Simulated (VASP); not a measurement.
# PbSe (Fm-3m) in VASP: a series of runs, part 2 of 3

VASP 6.6.1. The steps go on from the part before.

## Step 4: Electric field gradients, PBE (volume scaled by 0.96)

File INCAR:

```
SYSTEM = PbSe
PREC = Accurate
ENCUT = 520
EDIFF = 1E-8
ISMEAR = -1
SIGMA = 0.01
LREAL = .False.
LASPH = .True.
NELM = 60
ALGO = Normal
ISIF = 2
LWAVE = .False.
LCHARG = .False.
GGA = PE
LEFG = .True.
NBANDS = 17
```

File KPOINTS:

```
Automatic mesh
0
Gamma
  9 9 9
  0 0 0
```

File POSCAR:

```
PbSe
1.0
    0.0000000000      3.0207645214      3.0207645214
    3.0207645214      0.0000000000      3.0207645214
    3.0207645214      3.0207645214      0.0000000000
Pb Se
1 1
Direct
    0.0000000000      0.0000000000      0.0000000000
    0.5000000000      0.5000000000      0.5000000000
```

Potentials or basis: VASP PAW PBE potentials, release 64 (Pb_d, Se).

Run with:

```sh
$ cat potpaw_PBE.64/Pb_d/POTCAR potpaw_PBE.64/Se/POTCAR > POTCAR
$ mpirun -np 1 vasp_std > vasp.out
```

OUTCAR:

```text
SYSTEM = PbSe
   PREC = Accurate
   ENCUT = 520
   EDIFF = 1E-8
   ISMEAR = -1
   LREAL = .False.
   LASPH = .True.
   NELM = 60
   ISIF = 2
   GGA = PE

 ion  position               nearest neighbor table
   1  0.000  0.000  0.000-   2 3.02   2 3.02   2 3.02   2 3.02   2 3.02   2 3.02
   2  0.500  0.500  0.500-   1 3.02   1 3.02   1 3.02   1 3.02   1 3.02   1 3.02

  LATTYP: Found a face centered cubic cell.
 ALAT       =     6.0415290428

  Lattice vectors:

 A1 = (   0.0000000000,   3.0207645214,   3.0207645214)
 A2 = (   3.0207645214,   0.0000000000,   3.0207645214)
 A3 = (   3.0207645214,   3.0207645214,   0.0000000000)

Analysis of symmetry for initial positions (statically):
=====================================================================
 Subroutine PRICEL returns:
 Original cell was already a primitive cell.

 Routine SETGRP: Setting up the symmetry group for a
 face centered cubic supercell.

 Subroutine GETGRP returns: Found 48 space group operations
 (whereof 48 operations were pure point group operations)
 out of a pool of 48 trial point group operations.

The static configuration has the point symmetry O_h .

Analysis of symmetry for dynamics (positions and initial velocities):
=====================================================================
 Subroutine PRICEL returns:
 Original cell was already a primitive cell.

 Routine SETGRP: Setting up the symmetry group for a
 face centered cubic supercell.

 Subroutine GETGRP returns: Found 48 space group operations
 (whereof 48 operations were pure point group operations)
 out of a pool of 48 trial point group operations.

The dynamic configuration has the point symmetry O_h .

 Subroutine INISYM returns: Found 48 space group operations
 (whereof 48 operations are pure point group operations),
 and found     1 'primitive' translations

----------------------------------------------------------------------------------------

                                     Primitive cell

  volume of cell :      55.1291

  direct lattice vectors                    reciprocal lattice vectors
     0.000000000  3.020764521  3.020764521    -0.165521012  0.165521012  0.165521012
     3.020764521  0.000000000  3.020764521     0.165521012 -0.165521012  0.165521012
     3.020764521  3.020764521  0.000000000     0.165521012  0.165521012 -0.165521012

  length of vectors
     4.272006155  4.272006155  4.272006155     0.286690802  0.286690802  0.286690802

  position of ions in fractional coordinates (direct lattice)
     0.000000000  0.000000000  0.000000000
     0.500000000  0.500000000  0.500000000

  ion indices of the primitive-cell ions
   primitive index   ion index
                 1           1
                 2           2

----------------------------------------------------------------------------------------

 KPOINTS: Automatic mesh

Automatic generation of k-mesh.
 Grid dimensions read from file:
 generate k-points for:    9    9    9
[... 64 lines left out ...]
   EDIFF  = 0.1E-07   stopping-criterion for ELM
   LREAL  =      F    real-space projection
   EDIFFG = 0.1E-06   stopping-criterion for IOM
   NSW    =      0    number of steps for IOM
   IBRION =     -1    ionic relax: 0-MD 1-quasi-New 2-CG
   NFREE  =      0    steps in history (QN), initial steepest desc. (CG)
   ISIF   =      2    stress and relaxation
   ISYM   =      2    0-nonsym 1-usesym 2-fastsym
   POTIM  = 0.5000    time-step for ionic-motion
   TEBEG  =    0.0;   TEEND  =   0.0 temperature during run
   PSTRESS=    0.0 pullay stress
   NELECT =      20.0000    total number of electrons
   NUPDOWN=      -1.0000    fix difference up-down
   EMIN   =  10.00;   EMAX   =-10.00  energy-range for DOS
   EFERMI =   0.00;   METHOD = LEGACY
   ISMEAR =    -1;   SIGMA  =   0.01  broadening in eV -4-tet -1-fermi 0-gaus
   EFERMI_NEDOS =   21; number of points for ismear=-14 and -15
   IALGO  =     38    algorithm
   IMIX   =      4    mixing-type and parameters
     AMIX     =   0.40;   BMIX     =  1.00
     AMIX_MAG =   1.60;   BMIX_MAG =  1.00
  volume/ion in A,a.u.               =      27.56       186.01
  Fermi-wavevector in a.u.,A,eV,Ry     =   1.167592  2.206430 18.548445  1.363272
  Thomas-Fermi vector in A             =   2.304091
   LORBIT       =      0    0 simple, 1 ext, 2 COOP (PROOUT), +10 PAW based schemes
   GGA     = PE    functional components
   LHFCALC =     F    Hartree Fock is set to
   AEXX    =    0.0000 exact exchange contribution
   IVDW    =     0    specifies the selected vdW correction
   LEPSILON=     F    determine dielectric tensor
   LRPA    =     F    only Hartree local field effects (RPA)
 non-spin polarized calculation
  energy-cutoff  :      520.00
  volume of cell :       55.13
 maximum number of plane-waves:      1498
   NGX = 15   NGY = 15   NGZ = 15

 number of electron      20.0000005 magnetization

 Free energy of the ion-electron system (eV)
  ---------------------------------------------------
  ext. energy  EPLUGINS =         0.00000000
  ---------------------------------------------------
  free energy    TOTEN  =        -8.12824998 eV

  energy without entropy =       -8.12824998  energy(sigma->0) =       -8.12824998

 E-fermi :   5.6282     XC(G=0):  -9.7137

 val. band max:        5.3803479626   @ k =   0.4444   0.0000   0.0000
 cond. band min:       6.0278749137   @ k =   0.4444   0.0000   0.0000
 fundamental gap:      0.6475269511
 Fermi energy:         5.6282090257

 k-point     1 :       0.0000    0.0000    0.0000
  band No.  band energies     occupation
      1     -11.3404      2.00000
      2     -11.3404      2.00000
      3     -11.3404      2.00000
      4     -11.3384      2.00000
      5     -11.3384      2.00000
      6      -8.3719      2.00000
[... 457 lines left out ...]
      4     -11.2898      2.00000
      5     -11.2898      2.00000
      6      -6.8409      2.00000
[... 9 lines left out ...]
     16      17.3454      0.00000
     17      18.1657      0.00000

 [... further k-points ...]
[... 5 lines left out ...]
  --------------------------------------------------------------------------------------
  -------------------------------------------------------------------------------------
  Total        1.6641166      1.6641166      1.6641166      0.0000000     -0.0000000     -0.0000000
  in kB       48.3630554     48.3630554     48.3630554      0.0000000     -0.0000000     -0.0000000
  external PRESSURE =      48.3630554 kB  Pullay stress =       0.0000000 kB

 VOLUME and BASIS-vectors are now :
 -----------------------------------------------------------------------------
  energy-cutoff  :      520.00
  volume of cell :       55.13
      direct lattice vectors                 reciprocal lattice vectors
     0.000000000  3.020764521  3.020764521    -0.165521012  0.165521012  0.165521012
     3.020764521  0.000000000  3.020764521     0.165521012 -0.165521012  0.165521012
     3.020764521  3.020764521  0.000000000     0.165521012  0.165521012 -0.165521012

 POSITION                                       TOTAL-FORCE (eV/Angst)
 -----------------------------------------------------------------------------------
      0.00000      0.00000      0.00000         0.000000     -0.000000     -0.000000
      3.02076      3.02076      3.02076        -0.000000      0.000000      0.000000
 -----------------------------------------------------------------------------------
    total drift:                                0.000000     -0.000000     -0.000000

  FREE ENERGIE OF THE ION-ELECTRON SYSTEM (eV)
  ---------------------------------------------------
  free  energy   TOTEN  =        -8.1282499842 eV

  energy  without entropy=       -8.1282499842  energy(sigma->0) =       -8.12824998

 Electric field gradients (V/A^2)
---------------------------------------------------------------------
 ion       V_xx      V_yy      V_zz      V_xy      V_xz      V_yz
---------------------------------------------------------------------
   1      -0.000    -0.000    -0.000    -0.001    -0.001    -0.001
   2      -0.000    -0.000     0.000    -0.000    -0.000    -0.000
---------------------------------------------------------------------

 Electric field gradients after diagonalization (V/A^2)
 (convention: |V_zz| > |V_xx| > |V_yy|)
----------------------------------------------------------------------
 ion       V_xx      V_yy      V_zz     asymmetry (V_yy - V_xx)/ V_zz
----------------------------------------------------------------------
   1       0.001     0.001    -0.001       0.000
   2       0.000     0.000    -0.000       0.000
----------------------------------------------------------------------

           NMR quadrupolar parameters

 Cq : quadrupolar parameter    Cq=e*Q*V_zz/h
 eta: asymmetry parameters     (V_yy - V_xx)/ V_zz
 Q  : nuclear electric quadrupole moment in mb (millibarn)
----------------------------------------------------------------------
 ion       Cq(MHz)       eta       Q (mb)
----------------------------------------------------------------------
   1      -0.000       0.000       1.000
   2      -0.000       0.000       1.000
----------------------------------------------------------------------
```

OSZICAR:

```text
N       E                     dE             d eps       ncg     rms          rms(c)
DAV:   1     0.158437218100E+03    0.15844E+03   -0.95731E+03  1198   0.119E+03
DAV:   2     0.320211001584E+01   -0.15524E+03   -0.14949E+03  1265   0.311E+02
DAV:   3    -0.810466639654E+01   -0.11307E+02   -0.11234E+02  1516   0.893E+01
DAV:   4    -0.838267991043E+01   -0.27801E+00   -0.27781E+00  1456   0.153E+01
DAV:   5    -0.839193332230E+01   -0.92534E-02   -0.92526E-02  1653   0.276E+00    0.286E+00
DAV:   6    -0.813086745143E+01    0.26107E+00   -0.62168E-01  1853   0.566E+00    0.167E+00
DAV:   7    -0.812540376138E+01    0.54637E-02   -0.11452E-01  1449   0.168E+00    0.874E-01
DAV:   8    -0.812848384071E+01   -0.30801E-02   -0.11571E-02  1438   0.120E+00    0.126E-01
DAV:   9    -0.812820722797E+01    0.27661E-03   -0.22326E-03  1870   0.495E-01    0.469E-02
DAV:  10    -0.812824421458E+01   -0.36987E-04   -0.19502E-04  1419   0.825E-02    0.183E-02
DAV:  11    -0.812824998289E+01   -0.57683E-05   -0.64867E-05  1628   0.798E-02    0.949E-03
DAV:  12    -0.812824993279E+01    0.50098E-07   -0.36396E-06  1533   0.135E-02    0.302E-03
DAV:  13    -0.812824995499E+01   -0.22194E-07   -0.14633E-07  1631   0.387E-03    0.121E-03
DAV:  14    -0.812824998835E+01   -0.33367E-07   -0.18412E-07  1320   0.318E-03    0.393E-04
DAV:  15    -0.812824998416E+01    0.41907E-08   -0.10115E-08  1249   0.696E-04
   1 F= -.81282500E+01 E0= -.81282500E+01  d E =-.973436E-13
```

stdout:

```text
POSCAR found type information on POSCAR PbSe
 POSCAR found :  2 types and       2 ions
 scaLAPACK will be used
 LDA part: xc-table for (Slater+PW92), standard interpolation
 POSCAR, INCAR and KPOINTS ok, starting setup
 FFT: planning ... GRIDC
 FFT: planning ... GRID_SOFT
 FFT: planning ... GRID
 WAVECAR not read
 entering main loop
ion   1

ion   2
```

Run time: 56 s. Hardware: 1 thread of AMD EPYC 7R13, shared host; peak memory 0.16 GiB.

What came out:

* Free energy: -8.1282 eV
* Pressure: 4.8 GPa

Caveat: this odd mesh misses L, where the gap lies, so gap, dielectric constants and Born charges aren't listed; without QUAD_EFG the Cq values of the log hold for a quadrupole moment of 1 mb, not for the nuclei; spin-orbit coupling is left out, which moves the levels of the heavy elements.

(Part 2 of 3 ends here.)
